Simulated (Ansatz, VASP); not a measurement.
## One calculation of TaAs, two programs

INCAR

```
PREC = Accurate
ENCUT = 520
EDIFF = 1E-6
ISMEAR = -1
SIGMA = 0.02
LREAL = F
LASPH = T
NELM = 100
ALGO = Normal
ISIF = 2
LWAVE = F
LCHARG = T
GGA = PE
LELF = T
LVHAR = T
NBANDS = 24
```

The input KPOINTS:

```
Automatic mesh
0
Gamma
  8 8 8
```

POSCAR

```
TaAs
1.0
   -1.7480041342      1.7480041342      5.9314273445
    1.7480041342     -1.7480041342      5.9314273445
    1.7480041342      1.7480041342     -5.9314273445
Ta As
2 2
Direct
    0.5001644894      1.0001644894      0.5000000000
    0.7501644894      0.7501644894      0.0000000000
    0.0824349306      0.5824349306      0.5000000000
    0.3324349306      0.3324349306      0.0000000000
```

Input for Ansatz:

```yaml
crystal:
  lattice:
    - [-1.7480041342, 1.7480041342, 5.9314273445]
    - [1.7480041342, -1.7480041342, 5.9314273445]
    - [1.7480041342, 1.7480041342, -5.9314273445]
  atoms:
    - { symbol: Ta, position: [0.5001644894, 1.0001644894, 0.5] }
    - { symbol: Ta, position: [0.7501644894, 0.7501644894, 0.0] }
    - { symbol: As, position: [0.0824349306, 0.5824349306, 0.5] }
    - { symbol: As, position: [0.3324349306, 0.3324349306, 0.0] }
kpoints:
  mp_grid: { grid: [8, 8, 8] }
hamiltonian:
  xc: pbe
scf:
  occupations: { method: fermi_dirac, width: 0.02 }
  n_extra_bands: 5
output:
  forces: true
  stress: true
  eigenvalues: true
```

Alike in both runs: task single point; functional PBE; k mesh 8 × 8 × 8; occupations fermi-dirac, width 0.02 eV; no spin polarisation.

|  | VASP | Ansatz |
| --- | --- | --- |
| version | VASP 6.6.1 | Ansatz 0.2.0 |
| potentials or method | VASP PAW PBE potentials, release 64 (Ta_pv, As) | plane waves, PAW |
| plane-wave cutoff (eV) | 520 | 420 |
| valence electrons in the cell | 32 | 56 |

|  | VASP | Ansatz | Ansatz less VASP |
| --- | --- | --- | --- |
| pressure (GPa) | -4.5 | -4.9 | -0.36 |
| traceless stress, the component that is largest in VASP (GPa) | 0.44 | 0.51 | +0.061 |
| rms of the force components (eV/Å) | 0.009 | 0.010 | +0.0011 |

Atom by atom the forces differ by 0.001 eV/Å (rms over components). VASP's potentials hold 32 valence electrons a cell and Ansatz's 56, so a difference there can come from the potentials and not from the codes.

Spin-orbit coupling is off throughout.
